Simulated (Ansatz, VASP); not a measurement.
TaCd: VASP beside Ansatz

File INCAR:

```
  PREC = Accurate
  ENCUT = 600
  EDIFF = 1E-6
  ISMEAR = -1
  SIGMA = 0.03
  LREAL = F
  LASPH = T
  NELM = 100
  ALGO = Normal
  ISIF = 3
  LWAVE = F
  LCHARG = F
  GGA = CA
  IBRION = 2
  NSW = 100
  EDIFFG = -0.005
```

The input KPOINTS:

```
regular mesh
0
Gamma
  13 13 13
```

Contents of POSCAR:

```
TaCd
1.0
    1.4659851401     -0.8463869152      4.7888847909
    0.0000000000      1.6927738305      4.7888847909
   -1.4659851401     -0.8463869152      4.7888847909
Cd Ta
1 1
Direct
    0.0000000000      0.0000000000      0.0000000000
    0.5000000000      0.5000000000      0.5000000000
```

Input for Ansatz:

```yaml
crystal:
  lattice:
    - [1.4659851401, -0.8463869152, 4.7888847909]
    - [0.0, 1.6927738305, 4.7888847909]
    - [-1.4659851401, -0.8463869152, 4.7888847909]
  atoms:
    - { symbol: Cd, position: [0.0, 0.0, 0.0] }
    - { symbol: Ta, position: [0.5, 0.5, 0.5] }
kpoints:
  mp_grid: { grid: [13, 13, 13] }
scf:
  occupations: { method: fermi_dirac, width: 0.03 }
hamiltonian:
  xc: lda
  pseudopotentials: { kind: paw }
output:
  forces: true
  stress: true
relax:
  f_tol: 0.005
  max_steps: 80
  cell: {}
```

Alike in both runs: task relaxation of cell and atoms; functional LDA; k mesh 13 × 13 × 13; occupations fermi-dirac, width 0.03 eV; no spin polarisation.

```csv
,VASP,Ansatz
version,VASP 6.6.1,Ansatz 0.2.0
potentials or method,"VASP PAW LDA potentials, release 64 (Cd, Ta_pv)","PAW with Ansatz's default frozen-core files, scalar-relativistic"
plane-wave cutoff (eV),600,420
valence electrons in the cell,23,33
```

|  | VASP | Ansatz | Ansatz less VASP |
| --- | --- | --- | --- |
| relaxed volume (Å³/atom) | 18.06 | 17.94 | -0.119 |
| relaxed cell length with the largest relative difference (Å) | 5.290 | 5.273 | -0.0166 |

LDA's correlation is that of Perdew and Zunger in VASP and of Perdew and Wang (1992) in Ansatz. VASP's potentials hold 23 valence electrons a cell and Ansatz's 33, so a difference there can come from the potentials and not from the codes.

Spin-orbit coupling is off throughout.
